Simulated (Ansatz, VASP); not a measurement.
## Two plane-wave programs on Mo

File INCAR:

```
SYSTEM = Mo
PREC = Accurate ; ENCUT = 520
EDIFF = 1E-7 ; ISMEAR = -1
SIGMA = 0.1 ; LREAL = .FALSE.
LASPH = .TRUE. ; NELM = 100
ALGO = Normal ; ISIF = 2
LWAVE = .FALSE. ; LCHARG = .FALSE.
GGA = RP ; NBANDS = 13
```

KPOINTS

```
regular mesh
0
G
  15 15 15
  0 0 0
```

Contents of POSCAR:

```
Mo
1.0
    0.0000000000      2.0375608718      2.0375608718
    2.0375608718      0.0000000000      2.0375608718
    2.0375608718      2.0375608718      0.0000000000
Mo
1
Direct
    0.0000000000      0.0000000000      0.0000000000
```

Input for Ansatz:

```yaml
crystal:
  lattice:
    - [0.0, 2.0375608718, 2.0375608718]
    - [2.0375608718, 0.0, 2.0375608718]
    - [2.0375608718, 2.0375608718, 0.0]
  atoms:
    - { symbol: Mo, position: [0.0, 0.0, 0.0] }
hamiltonian:
  xc: rpbe
  pseudopotentials:
    kind: paw
    azcp:
      Mo: "pseudopotentials/Mo.paw.azcp"
basis:
  ecutwfc: 420
  fft_grid_basis: typed
kpoints:
  mp_grid: { grid: [15, 15, 15], shift: [0, 0, 0] }
magnetization:
  spin_polarized: false
scf:
  occupations: { method: fermi_dirac, width: 0.1 }
  lower_state_search: "off"
output:
  stress: true
```

Alike in both runs: task single point; functional RPBE; k mesh 15 × 15 × 15; occupations fermi-dirac, width 0.1 eV; no spin polarisation.

|  | VASP | Ansatz |
| --- | --- | --- |
| version | VASP 6.6.1 | Ansatz 0.2.0 |
| potentials or method | VASP PAW PBE potentials, release 64 (Mo_sv), cutoff 520 eV | plane waves (420 eV) with PAW, scalar-relativistic |
| valence electrons in the cell | 14 | 14 |

|  | VASP | Ansatz | Ansatz less VASP |
| --- | --- | --- | --- |
| pressure (GPa) | -7.7 | -8.1 | -0.36 |

VASP's potentials were made for PBE, not for RPBE. With one functional, cell and mesh, what is left measures potentials, basis and numerics.
